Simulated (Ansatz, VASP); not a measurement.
**One calculation of Si, two programs**

Contents of INCAR:

```
PREC = Accurate
ENCUT = 520
EDIFF = 1E-7
ISMEAR = 0
SIGMA = 0.1
LREAL = F
LASPH = T
NELM = 100
ALGO = Normal
ISIF = 2
LWAVE = F
LCHARG = T
LDIPOL = T
IDIPOL = 3
DIPOL = 0.5 0.5 0.500
GGA = PE
IVDW = 12
LELF = T
LVHAR = T
LVACPOTAV = T
NBANDS = 11
```

The input KPOINTS:

```
Automatic mesh
0
Gamma
  15 15 1
```

Contents of POSCAR:

```
Si
1.0
    3.8540000000      0.0000000000      0.0000000000
   -1.9270000000      3.3376619062      0.0000000000
    0.0000000000      0.0000000000     28.0000000000
Si
2
Direct
    0.3333333333      0.6666666667      0.5000000000
    0.6666666667      0.3333333333      0.5000000000
```

Input for Ansatz:

```yaml
crystal:
  lattice:
    - [3.854, 0.0, 0.0]
    - [-1.927, 3.3376619062, 0.0]
    - [0.0, 0.0, 28.0]
  atoms:
    - { symbol: Si, position: [0.3333333333, 0.6666666667, 0.5] }
    - { symbol: Si, position: [0.6666666667, 0.3333333333, 0.5] }
  periodic: [true, true, false]
basis:
  ecutwfc: 420
kpoints:
  mp_grid: { grid: [15, 15, 1] }
hamiltonian:
  xc: pbe
  dispersion: d3bj
scf:
  occupations: { method: gaussian, width: 0.1 }
output:
  forces: true
  stress: true
  eigenvalues: true
```

Alike in both runs: task single point; functional PBE; dispersion D3(BJ); k mesh 15 × 15 × 1; occupations gaussian, width 0.1 eV; no spin polarisation.

|  | VASP | Ansatz |
| --- | --- | --- |
| version | VASP 6.6.1 | Ansatz 0.2.0 |
| potentials or method | VASP PAW PBE potentials, release 64 (Si), cutoff 520 eV | scalar-relativistic, plane waves, PAW |
| valence electrons in the cell | 8 | 8 |

|  | VASP | Ansatz | Ansatz less VASP |
| --- | --- | --- | --- |
| gap on the k mesh at the Fermi level (eV) | none | none | - |
| work function, face that differs most (eV) | 4.58 | 4.57 | -0.003 |

A gap of «none» marks a metal or a gap that the smearing closes.
